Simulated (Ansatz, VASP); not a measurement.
## P in VASP and in Ansatz

```xyz
2
Lattice="0.0000 2.6566 2.6566 2.6566 0.0000 2.6566 2.6566 2.6566 0.0000" Properties=species:S:1:pos:R:3 pbc="T T T"
P    -0.3852   -0.9431   -0.9431
P     0.3852    0.9431    0.9431
```

Change from the starting cell: shortest bond scaled by 0.58, PAW files.

Alike in both runs: task electric field gradients; functional PBE; k mesh 10 × 10 × 10; occupations fermi-dirac, width 0.05 eV; no spin polarisation.

|  | VASP | Ansatz |
| --- | --- | --- |
| version | VASP 6.6.1 | Ansatz 0.2.0 |
| potentials or method | VASP PAW PBE potentials, release 64 (P) | PAW with Ansatz's default frozen-core files, scalar-relativistic |
| plane-wave cutoff (eV) | 520 | 420 |
| valence electrons in the cell | 10 | 10 |

```csv
,VASP,Ansatz,Ansatz less VASP
pressure (GPa),160.3,154.6,-5.77
"traceless stress, the component that is largest in VASP (GPa)",-156.30,-150.38,+5.917
rms of the force components (eV/Å),46.776,44.996,-1.7795
size of Vzz on the site where it differs most (V/Å²),229.2,179.8,-49.44
```

Atom by atom the forces differ by 1.779 eV/Å (rms over components). Both programs put the cell under a high pressure, so it lies far from rest at this level. The functional is the same, so the differences come from potentials, cutoffs and numerics.

Noted on VASP's run: the cell as given lies far from equilibrium.
